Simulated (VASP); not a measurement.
Input of a VASP 6.6.1 run:

INCAR

```
SYSTEM = H5C16O
ALGO     = Normal         ! electronic algorithm
EDIFF    = 1E-6           ! SCF threshold, eV
ENCUT    = 520            ! plane-wave cutoff, eV
GGA      = PE             ! functional
ISIF     = 2              ! what is computed and relaxed
ISMEAR   = -1             ! smearing method
ISPIN    = 2              ! spin polarisation
LASPH    = .True.         ! aspherical terms in the spheres
LCHARG   = .False.        ! write CHGCAR
LORBIT   = 11             ! projections on sites
LREAL    = Auto         
LWAVE    = .False.        ! write WAVECAR
MAGMOM   = 0 0 0 0 0 0 0 0 0 0 0 0 0 0 0 0 0 0 0 0 0 1 ! initial moments
NBANDS   = 58             ! bands
NELM     = 150            ! most SCF steps
PREC     = Accurate       ! precision mode
SIGMA    = 0.05           ! smearing width, eV
```

File KPOINTS:

```
k-points
0
Gamma
  2 2 1
  0 0 0
```

File POSCAR:

```
H5C16O
1.0
    5.0487420000      0.0000000000      0.0000000000
    2.5243710000      4.3723390000      0.0000000000
    0.0000000000      0.0000000000     16.6764260000
H C O
5 16 1
Direct
    0.1666667000      0.1666667000      0.0599649000
    0.6666667000      0.1666667000      0.0599649000
    0.1666667000      0.6666667000      0.0599649000
    0.6666667000      0.6666667000      0.0599649000
    0.0959499519      0.8096459980      0.3879780618
    0.1666667000      0.1666667000      0.1259263000
    0.6666667000      0.1666667000      0.1259263000
    0.1666667000      0.6666667000      0.1259263000
    0.6666667000      0.6666667000      0.1259263000
   -0.1666667000      0.3333333000      0.1568253000
    0.3333333000      0.3333333000      0.1568253000
   -0.1666667000      0.8333333000      0.1568253000
    0.3333333000      0.8333333000      0.1568253000
   -0.1681687448      0.3363348758      0.2527458207
    0.3328183098      0.3343617806      0.2548805574
   -0.1681667862      0.8346301900      0.2521257526
    0.3335327647      0.8346425816      0.2521195198
   -0.0012382701      0.0024970579      0.2828172321
    0.4998291419      0.0003532541      0.2740424735
   -0.0016487255      0.5025809598      0.2745997905
    0.4990586235      0.5025879459      0.2745996397
   -0.0095131722      1.0191263454      0.3678754369
```

Potentials or basis: VASP PAW PBE potentials, release 64 (H, C, O).

The run is started by

```console
$ cat potpaw_PBE.64/H/POTCAR potpaw_PBE.64/C/POTCAR potpaw_PBE.64/O/POTCAR > POTCAR
$ mpirun -np 1 vasp_std > vasp.out
```

**Question.** Estimate the net moment.

**Answer.** 3.00 μB per cell.

**Question.** What does it give for the band gap on the k mesh?

**Answer.** 0.87 eV (least direct gap 1.09 eV).

**Question.** Estimate the site moments.

**Answer.** H +0.01, +0.00 (each value once); C +0.01, -0.01, +0.07, +0.12, -0.03, -0.04, +0.03, +0.46, +0.45 (each value once); O +0.03 μB.

Forces in eV/Å, atoms in the order of the input:
```
H    0.005  0.010 -0.234
H   -0.005  0.010 -0.234
H    0.000 -0.006 -0.239
H    0.000 -0.003 -0.177
H    0.000 -0.089  0.093
C    0.034  0.022  1.512
C   -0.034  0.022  1.512
C    0.000 -0.040  1.470
C    0.000 -0.003  1.541
C    0.000 -0.224 -1.201
C    0.000  0.073 -1.638
C    0.253  0.139 -1.333
C   -0.253  0.139 -1.334
C    0.000 -0.018  0.036
C    0.000  0.065 -0.317
C    0.011 -0.006  0.073
C   -0.010 -0.006  0.076
C    0.000  0.043 -0.146
C    0.000 -0.034  0.251
C   -0.049 -0.071  0.093
C    0.050 -0.071  0.093
O    0.000  0.047  0.101
```

Caveat: the k points lie up to 0.72 Å⁻¹ apart; there is no dipole correction, which matters where the two faces differ.
